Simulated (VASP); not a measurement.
Input of a VASP 6.6.1 run:

INCAR

```
PREC = Accurate ; ENCUT = 520
EDIFF = 1E-7 ; ISMEAR = 0
SIGMA = 0.02 ; LREAL = Auto
LASPH = True ; NELM = 80
ALGO = Normal ; ISIF = 2
LWAVE = False ; LCHARG = True
GGA = PE ; LELF = True
LVHAR = True ; NBANDS = 52
```

File KPOINTS:

```
Automatic mesh
0
Gamma
  2 2 2
```

POSCAR

```
TiSi16
1.0
    0.0000000000      5.4300000000      5.4300000000
    5.4300000000      0.0000000000      5.4300000000
    5.4300000000      5.4300000000      0.0000000000
Si Ti
16 1
Direct
    0.0037132597      0.0074674033     -0.0157714549
    0.1265002762      0.1304927256      0.1191932781
    0.0048641805      0.0017755985      0.5023105893
    0.1279499079      0.1216968692      0.6211480663
   -0.0074659300      0.5029233886      0.0034265193
    0.1261542357      0.6232385820      0.1231875691
    0.0034383057      0.4845742173      0.5077674033
    0.1264923573      0.6189741252      0.6310500000
    0.5002402394     -0.0023848066      0.0006089319
    0.6227752302      0.1301140884      0.1192733886
    0.4898954880      0.0019024862      0.5022730203
    0.6224180479      0.1268493554      0.6271530387
    0.5000123389      0.5027226519      0.0031598527
    0.6220034070      0.6269964088      0.1274807551
    0.5001954880      0.5002835175      0.4980820442
    0.6224895028      0.6191423573      0.6305963168
    0.8763697053      0.8731330571      0.3730927256
```

Potentials or basis: VASP PAW PBE potentials, release 64 (Si, Ti_sv).

Launch:

```console
$ cat potpaw_PBE.64/Si/POTCAR potpaw_PBE.64/Ti_sv/POTCAR > POTCAR
$ mpirun -np 1 vasp_std > vasp.out
```

**Question.** Predict the band gap on the k mesh.

**Answer.** Zero (band 38 reaches 6.96 eV, above the bottom of band 39 at 6.56 eV).

**Question.** Predict the pressure.

**Answer.** 4.0 GPa.

**Question.** Estimate the largest force.

**Answer.** 0.005 eV/Å.

Forces on the atoms (eV/Å):
```
Si   0.002 -0.002  0.001
Si   0.000  0.000 -0.001
Si   0.002  0.000  0.003
Si   0.000  0.001 -0.002
Si   0.000 -0.001  0.000
Si   0.000  0.002  0.000
Si  -0.001  0.000 -0.002
Si  -0.002 -0.001 -0.001
Si   0.000  0.000  0.000
Si   0.000  0.002  0.001
Si   0.003 -0.004 -0.001
Si  -0.003  0.000  0.000
Si  -0.001  0.000  0.001
Si  -0.001  0.000 -0.001
Si   0.000  0.000  0.000
Si  -0.001  0.002  0.001
Ti   0.003  0.000  0.000
```

Caveat: the k points lie up to 0.50 Å⁻¹ apart.
